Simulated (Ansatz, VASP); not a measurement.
**Ru: VASP beside Ansatz**

```
CELL_PARAMETERS angstrom
2.65056 0.00000 0.00000
-1.32528 2.29546 0.00000
0.00000 0.00000 4.19449
ATOMIC_POSITIONS crystal
Ru 0.33333 0.66667 0.25000
Ru 0.66667 0.33333 0.75000
```

Change from the starting cell: volume scaled by 0.94, ions relaxed.

Alike in both runs: functional PBE; k mesh 20 × 20 × 11; occupations fermi-dirac, width 0.05 eV; no spin polarisation.

Ansatz relaxed the structure, and its values are those at the end. VASP's run is a single point on that final structure, the one shown.

```csv
,VASP,Ansatz
version,VASP 6.6.1,Ansatz 0.2.0
potentials or method,"VASP PAW PBE potentials, release 64 (Ru_pv)","plane-wave PAW, scalar-relativistic"
plane-wave cutoff (eV),520,420
valence electrons in the cell,28,32
```

|  | VASP | Ansatz | Ansatz less VASP |
| --- | --- | --- | --- |
| pressure (GPa) | 28.5 | 28.5 | +0.01 |

Both programs put the cell under a high pressure, so it lies far from rest at this level. The functional is the same, so the differences come from potentials, cutoffs and numerics. VASP's potentials hold 28 valence electrons a cell and Ansatz's 32, so a difference there can come from the potentials and not from the codes. Ansatz's warnings: stress scf threshold loose.
